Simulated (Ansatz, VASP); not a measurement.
**HgH in VASP and in Ansatz**

```
Hg H
1.0
     6.50232    0.00000    0.00000
    -3.25116    5.63118    0.00000
     0.00000    0.00000    2.92321
Hg H
3 3
Direct
  0.50000 0.00000 0.00000
  0.50000 0.50000 0.00000
  0.00000 0.50000 0.00000
  0.00000 0.00000 0.00000
  0.33333 0.66667 0.50000
  0.66667 0.33333 0.50000
```

Alike in both runs: functional PBE; k mesh 3 × 3 × 6; occupations gaussian, width 0.1 eV; no spin polarisation.

Ansatz relaxed the structure, and its values are those at the end. VASP's run is a single point on that final structure, the one shown.

|  | VASP | Ansatz |
| --- | --- | --- |
| version | VASP 6.6.1 | Ansatz 0.2.0 |
| potentials or method | VASP PAW PBE potentials, release 64 (Hg, H), cutoff 520 eV | scalar-relativistic, plane waves, PAW |
| valence electrons in the cell | 39 | 63 |

|  | VASP | Ansatz | Ansatz less VASP |
| --- | --- | --- | --- |
| gap on the k mesh at the Fermi level (eV) | none | none | - |
| pressure (GPa) | 0.2 | 0.0 | -0.17 |

A gap of «none» marks a metal or a gap that the smearing closes. With one functional, cell and mesh, what is left measures potentials, basis and numerics. VASP's potentials hold 39 valence electrons a cell and Ansatz's 63, so a difference there can come from the potentials and not from the codes.

The k mesh is coarse, so the values compare programs but aren't converged. Spin-orbit coupling is off throughout.
